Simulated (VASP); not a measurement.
Here is a VASP 6.6.1 calculation.

File POSCAR:

```
LaGe2H2
1.0
    2.0540770000      3.5577640000      0.0000000000
   -2.0540770000      3.5577640000      0.0000000000
    0.0000000000      0.0000000000      6.7047890000
Ge H La
2 2 1
Direct
    0.3333000000      0.3334000000      0.2719200000
    0.6667000000      0.6666000000      0.7280800000
    0.3333000000      0.3334000000      0.6387000000
    0.6667000000      0.6666000000      0.3613000000
    0.0000000000      0.0000000000      0.0000000000
```

The input INCAR.step1:

```
PREC = Accurate
ENCUT = 520
ISMEAR = -1
SIGMA = 0.1
LREAL = False
LASPH = True
NELM = 80
NBANDS = 28
GGA = PE
ALGO = Normal
EDIFF = 1E-4
LWAVE = True
LCHARG = False
```

The input INCAR.step2:

```
PREC = Accurate
ENCUT = 520
EDIFF = 1E-6
ISMEAR = -1
SIGMA = 0.1
LREAL = False
LASPH = True
NELM = 80
ALGO = Normal
ISIF = 2
LWAVE = False
LCHARG = False
METAGGA = R2SCAN
LMIXTAU = True
NBANDS = 28
ISTART = 1
```

The input KPOINTS:

```
Automatic mesh
0
Gamma
  9 9 5
```

Potentials or basis: VASP PAW PBE potentials, release 64 (Ge_d, H, La).

Launch:

```console
$ cat potpaw_PBE.64/Ge_d/POTCAR potpaw_PBE.64/H/POTCAR potpaw_PBE.64/La/POTCAR > POTCAR
$ cp INCAR.step1 INCAR
$ mpirun -np 1 vasp_std > vasp.out
$ cp INCAR.step2 INCAR
$ mpirun -np 1 vasp_std > vasp.out
```

**Question.** Predict the band gap on the k mesh.

**Answer.** Zero (an odd number of electrons rules out a gap without spin polarisation).

**Question.** What does it give for the largest force?

**Answer.** 1.536 eV/Å.

**Question.** Estimate the pressure.

**Answer.** -1.9 GPa.

Stress tensor (GPa, compression positive):
```
-0.21 -0.01  0.00
-0.01 -0.22  0.00
 0.00  0.00 -5.14
```

Caveat: the PAW data sets were made with another functional, which shifts forces and pressure a little; spin-orbit coupling is left out, which moves the levels of the heavy elements; an odd number of electrons without spin polarisation forces a metal; a magnetic or distorted state may lie lower.
